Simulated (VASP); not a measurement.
# Zn2Si3N (R-3m) in VASP: further runs, part 2 of 3

VASP 6.6.1. The steps go on from the part before.

## Step 3: Single point, PBE, collinear spin, ferromagnetic start

This run uses another cell than the first one, of 14.36 Å³/atom.

INCAR

```
SYSTEM = Zn2Si3N
PREC = Accurate
ENCUT = 520
EDIFF = 1E-6
ISMEAR = 0
SIGMA = 0.1
LREAL = .FALSE.
LASPH = .TRUE.
NELM = 150
ALGO = Normal
ISIF = 2
LWAVE = .FALSE.
LCHARG = .TRUE.
ISPIN = 2
MAGMOM = 0 0 0 0 0 1
LORBIT = 11
GGA = PE
LELF = .TRUE.
LVHAR = .TRUE.
NBANDS = 34
```

KPOINTS

```
regular mesh
0
G
  6 6 6
  0 0 0
```

POSCAR

```
Zn2Si3N
1.0
    2.4764261800      1.4297653200      4.0555787500
   -2.4764261800      1.4297653200      4.0555787500
    0.0000000000     -2.8595306400      4.0555787500
Zn Si N
2 3 1
Direct
    0.1240085700      0.1240085700      0.1240085700
    0.8759914300      0.8759914300      0.8759914300
    0.5000000000      0.0000000000      0.5000000000
    0.0000000000      0.5000000000      0.5000000000
    0.5000000000      0.5000000000      0.0000000000
    0.5000000000      0.5000000000      0.5000000000
```

Potentials or basis: VASP PAW PBE potentials, release 64 (Zn, Si, N).

Started as:

```console
$ cat potpaw_PBE.64/Zn/POTCAR potpaw_PBE.64/Si/POTCAR potpaw_PBE.64/N/POTCAR > POTCAR
$ mpirun -np 1 vasp_std > vasp.out
```

OUTCAR:

```text
SYSTEM = Zn2Si3N
   PREC = Accurate
   ENCUT = 520
   EDIFF = 1E-6
   ISMEAR = 0
   LREAL = .FALSE.
   LASPH = .TRUE.
   NELM = 150
   ISIF = 2
   ISPIN = 2
   LORBIT = 11
   GGA = PE

 ion  position               nearest neighbor table
   1  0.124  0.124  0.124-   3 2.90   4 2.90   4 2.90   3 2.90   5 2.90   5 2.90   5 2.92   4 2.92
                             3 2.92   2 3.02   2 3.04   2 3.04   2 3.04
   2  0.876  0.876  0.876-   3 2.90   4 2.90   3 2.90   4 2.90   5 2.90   5 2.90   5 2.92   4 2.92
                             3 2.92   1 3.02   1 3.04   1 3.04   1 3.04
   3  0.500  0.000  0.500-   5 2.48   5 2.48   4 2.48   4 2.48   1 2.90   2 2.90   2 2.90   1 2.90
                             1 2.92   2 2.92
   4  0.000  0.500  0.500-   5 2.48   5 2.48   3 2.48   3 2.48   1 2.90   2 2.90   2 2.90   1 2.90
                             1 2.92   2 2.92
   5  0.500  0.500  0.000-   3 2.48   4 2.48   3 2.48   4 2.48   2 2.90   1 2.90   2 2.90   1 2.90
                             1 2.92   2 2.92
   6  0.500  0.500  0.500-

  LATTYP: Found a trigonal (rhomboedric) cell.
 ALAT       =     4.9623214822
 COS(alpha) =     0.5019063842

  Lattice vectors:

 A1 = (   2.4764261800,   1.4297653200,   4.0555787500)
 A2 = (  -2.4764261800,   1.4297653200,   4.0555787500)
 A3 = (   0.0000000000,  -2.8595306400,   4.0555787500)

Analysis of symmetry for initial positions (statically):
=====================================================================
 Subroutine PRICEL returns:
 Original cell was already a primitive cell.

 Routine SETGRP: Setting up the symmetry group for a
 trigonal (rhombohedral) supercell.

 Subroutine GETGRP returns: Found 12 space group operations
 (whereof 12 operations were pure point group operations)
 out of a pool of 12 trial point group operations.

The static configuration has the point symmetry D_3d.

Analysis of symmetry for dynamics (positions and initial velocities):
=====================================================================
 Subroutine PRICEL returns:
 Original cell was already a primitive cell.

[... 194 lines left out ...]
      4      -1.0548      1.00000
      5      -0.9897      1.00000
      6      -0.9897      1.00000
[... 829 lines left out ...]
     31      13.8257      0.00000
     32      14.1172      0.00000

 [... further k-points ...]

 spin component 2

 k-point     1 :       0.0000    0.0000    0.0000
  band No.  band energies     occupation
      1      -8.4586      1.00000
      2      -4.0222      1.00000
      3      -1.0548      1.00000
      4      -1.0548      1.00000
      5      -0.9897      1.00000
      6      -0.9897      1.00000
[... 829 lines left out ...]
     31      13.8257      0.00000
     32      14.1172      0.00000

 [... further k-points ...]

 [bands above 32 left out]

------------------------ aborting loop because EDIFF is reached ----------------------------------------

  FORCE on cell =-STRESS in cart. coord.  units (eV):
  Direction    XX          YY          ZZ          XY          YZ          ZX
  --------------------------------------------------------------------------------------
  -------------------------------------------------------------------------------------
  Total        1.0671828      1.0671828     -5.4120753     -0.0000000      0.0000000     -0.0000000
  in kB       19.8451850     19.8451849   -100.6422123     -0.0000000      0.0000000     -0.0000000
  external PRESSURE =     -20.3172808 kB  Pullay stress =       0.0000000 kB

 VOLUME and BASIS-vectors are now :
 -----------------------------------------------------------------------------
  energy-cutoff  :      520.00
  volume of cell :       86.16
      direct lattice vectors                 reciprocal lattice vectors
     2.476426180  1.429765320  4.055578750     0.201903858  0.116569247  0.082191311
    -2.476426180  1.429765320  4.055578750    -0.201903858  0.116569247  0.082191311
     0.000000000 -2.859530640  4.055578750     0.000000000 -0.233138494  0.082191311

 POSITION                                       TOTAL-FORCE (eV/Angst)
 -----------------------------------------------------------------------------------
      0.00000      0.00000      1.50878         0.000000     -0.000000      0.075261
      0.00000      0.00000     10.65796         0.000000      0.000000     -0.075261
      1.23821     -0.71488      4.05558        -0.000000      0.000000     -0.000000
     -1.23821     -0.71488      4.05558         0.000000     -0.000000      0.000000
      0.00000      1.42977      4.05558         0.000000     -0.000000      0.000000
      0.00000      0.00000      6.08337         0.000000      0.000000      0.000000
 -----------------------------------------------------------------------------------
    total drift:                               -0.000000     -0.000000      0.000000

  FREE ENERGIE OF THE ION-ELECTRON SYSTEM (eV)
  ---------------------------------------------------
  free  energy   TOTEN  =       -21.9536642238 eV

  energy  without entropy=      -21.9414412764  energy(sigma->0) =      -21.94755275

 total charge

# of ion       s       p       d       tot
------------------------------------------
    1        0.622   0.279   9.761  10.662
    2        0.622   0.279   9.761  10.662
    3        0.837   0.711   0.000   1.548
    4        0.837   0.711   0.000   1.548
    5        0.837   0.711   0.000   1.548
    6        1.344   2.093   0.000   3.436
--------------------------------------------------
tot          5.098   4.784  19.522  29.404

 magnetization (x)

# of ion       s       p       d       tot
------------------------------------------
    1        0.000  -0.000   0.000   0.000
    2        0.000  -0.000   0.000   0.000
    3       -0.000  -0.000   0.000  -0.000
    4       -0.000  -0.000   0.000  -0.000
    5       -0.000  -0.000   0.000  -0.000
    6        0.000   0.000   0.000   0.000
--------------------------------------------------
tot          0.000   0.000   0.000   0.000
```

OSZICAR:

```text
N       E                     dE             d eps       ncg     rms          rms(c)
DAV:   1     0.256037707168E+03    0.25604E+03   -0.18074E+04  4352   0.141E+03
DAV:   2     0.453337633153E+01   -0.25150E+03   -0.23651E+03  4408   0.323E+02
DAV:   3    -0.228690003517E+02   -0.27402E+02   -0.26246E+02  5202   0.970E+01
DAV:   4    -0.238382386869E+02   -0.96924E+00   -0.96168E+00  5028   0.172E+01
DAV:   5    -0.238503866004E+02   -0.12148E-01   -0.12142E-01  5200   0.211E+00    0.973E+00
DAV:   6    -0.229713860857E+02    0.87900E+00   -0.16284E+01  6594   0.492E+01    0.925E+00
DAV:   7    -0.219871585363E+02    0.98423E+00   -0.57201E+00  5694   0.118E+01    0.368E+00
DAV:   8    -0.219633685789E+02    0.23790E-01   -0.57048E-01  4710   0.485E+00    0.133E+00
DAV:   9    -0.219544640648E+02    0.89045E-02   -0.28793E-02  6602   0.145E+00    0.400E-01
DAV:  10    -0.219536096361E+02    0.85443E-03   -0.56002E-03  4852   0.382E-01    0.168E-01
DAV:  11    -0.219536550554E+02   -0.45419E-04   -0.35841E-04  4948   0.950E-02    0.878E-02
DAV:  12    -0.219536627325E+02   -0.76771E-05   -0.81950E-05  5428   0.399E-02    0.347E-02
DAV:  13    -0.219536636400E+02   -0.90751E-06   -0.20645E-05  4814   0.223E-02    0.771E-03
DAV:  14    -0.219536642238E+02   -0.58377E-06   -0.27750E-06  4166   0.797E-03
   1 F= -.21953664E+02 E0= -.21947553E+02  d E =-.122229E-01  mag=     0.0000
```

It took 2.2 min on 1 thread of Intel Xeon 6975P-C (Granite Rapids), shared host; peak memory 0.36 GiB.

Results:

| Quantity | Value |
| --- | --- |
| Free energy | -21.9537 eV |
| Pressure | -2.0 GPa |
| Largest force | 0.075 eV/Å |
| Net moment | 0.00 μB per cell |
| Valence electrons inside the program's atomic spheres | Zn 10.66; Si 1.55; N 3.44 |

Forces in eV/Å, atoms in the order of the input:
```
Zn   0.000  0.000  0.075
Zn   0.000  0.000 -0.075
Si   0.000  0.000  0.000
Si   0.000  0.000  0.000
Si   0.000  0.000  0.000
N    0.000  0.000  0.000
```

Levels at points of the mesh, in eV from the Fermi level:
Spin up:
| k point | band 19 | band 20 | band 21 | band 22 | band 23 | band 24 |
| --- | --- | --- | --- | --- | --- | --- |
| (0.00, 0.00, 0.00) | -3.01 | -1.60 | -1.60 | 0.16 | 1.32 | 1.32 |
| (0.50, 0.00, 0.00) | -1.35 | -0.09 | 0.42 | 0.46 | 0.84 | 1.81 |
| (0.50, 0.50, 0.00) | -0.76 | -0.36 | 1.03 | 1.56 | 2.19 | 2.45 |
| (0.50, 0.50, 0.50) | -2.53 | -1.62 | -0.57 | -0.57 | 1.96 | 1.96 |
Spin down:
| k point | band 19 | band 20 | band 21 | band 22 | band 23 | band 24 |
| --- | --- | --- | --- | --- | --- | --- |
| (0.00, 0.00, 0.00) | -3.01 | -1.60 | -1.60 | 0.16 | 1.32 | 1.32 |
| (0.50, 0.00, 0.00) | -1.35 | -0.09 | 0.42 | 0.46 | 0.84 | 1.81 |
| (0.50, 0.50, 0.00) | -0.76 | -0.36 | 1.03 | 1.56 | 2.19 | 2.45 |
| (0.50, 0.50, 0.50) | -2.53 | -1.62 | -0.57 | -0.57 | 1.96 | 1.96 |

Caveat: the stress differs along the axes, from -10 to 2 GPa.

(Part 2 of 3 ends here.)
